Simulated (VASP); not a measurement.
Wanted: the native input for a VASP 6.6.1 run.

| Quantity | Value |
| --- | --- |
| Task | single point |
| Functional | PBE |
| Dispersion | D3(BJ) |
| Potentials or basis | VASP PAW PBE potentials, release 64 (Si, Li_sv) |
| Cutoff | 520 eV |
| k mesh | 2 × 2 × 2 |
| Occupations | gaussian, width 0.05 eV |
| Spin | collinear spin, zero start |
| Starting moments | [0.0, 0.0, 0.0, 0.0, 0.0, 0.0, 0.0, 0.0, 0.0, 0.0, 0.0, 0.0, 0.0, 0.0, 0.0, 0.0, 0.0] μB |
| Dipole correction | no |
| Further INCAR settings | LREAL = Auto; ALGO = Normal; EDIFF = 1e-06; NBANDS = 52 |

The structure of LiSi16 (a cell with a defect) lies in POSCAR:

```
LiSi16
1.0
    0.0000000000      5.4300000000      5.4300000000
    5.4300000000      0.0000000000      5.4300000000
    5.4300000000      5.4300000000      0.0000000000
Si Li
16 1
Direct
   -0.0006774401      0.0004899632      0.0004310313
    0.1217620626      0.1226836096      0.1226372007
   -0.0020942910     -0.0012202578      0.5019546961
    0.1217002762      0.1226700737      0.6335686004
   -0.0020953039      0.5020021179     -0.0012625230
    0.1216956722      0.6336247698      0.1226214549
   -0.0021217311      0.5019779006      0.5019268877
    0.1277914365      0.6242750460      0.6242313996
    0.5010511050     -0.0012218232     -0.0012628913
    0.6324925414      0.1227061694      0.1226604972
    0.5009916206     -0.0012155617      0.5019741252
    0.6233977901      0.1286237569      0.6242364641
    0.5009860037      0.5020211786     -0.0012569061
    0.6233962247      0.6242781768      0.1285842541
    0.4995133517      0.5003452118      0.5003058011
    0.6233655617      0.6242817680      0.6242392265
    0.2492976980      1.2505052486      0.2504446593
```

One way to write it, as run:

INCAR

```
SYSTEM = LiSi16
PREC = Accurate ; ENCUT = 520
EDIFF = 1E-6 ; ISMEAR = 0
SIGMA = 0.05 ; LREAL = Auto
LASPH = .TRUE. ; NELM = 150
ALGO = Normal ; ISIF = 2
LWAVE = .FALSE. ; LCHARG = .TRUE.
ISPIN = 2 ; MAGMOM = 0 0 0 0 0 0 0 0 0 0 0 0 0 0 0 0 0
LORBIT = 11 ; GGA = PE
IVDW = 12 ; LELF = .TRUE.
LVHAR = .TRUE. ; NBANDS = 52
```

KPOINTS

```
regular mesh
0
G
  2 2 2
  0 0 0
```

Potentials or basis: VASP PAW PBE potentials, release 64 (Si, Li_sv).

The run is started by

```bash
$ cat potpaw_PBE.64/Si/POTCAR potpaw_PBE.64/Li_sv/POTCAR > POTCAR
$ mpirun -np 1 vasp_std > vasp.out
```

It gave:

* Largest force: 0.024 eV/Å
* Net moment: 0.00 μB per cell
* Valence electrons inside the program's atomic spheres: Si 1.71, 1.69, 1.70 (each value once); Li 2.12
* Dispersion energy per atom: -0.321 eV

Caveat: the k points lie up to 0.50 Å⁻¹ apart; no moment was typed at the start, so none could form.

Wall time 8 min on 1 thread of Intel(R) Xeon(R) Platinum 8259CL CPU @ 2.50GHz (Skylake/Cascade Lake), on a shared host, peak memory 0.7 GiB.
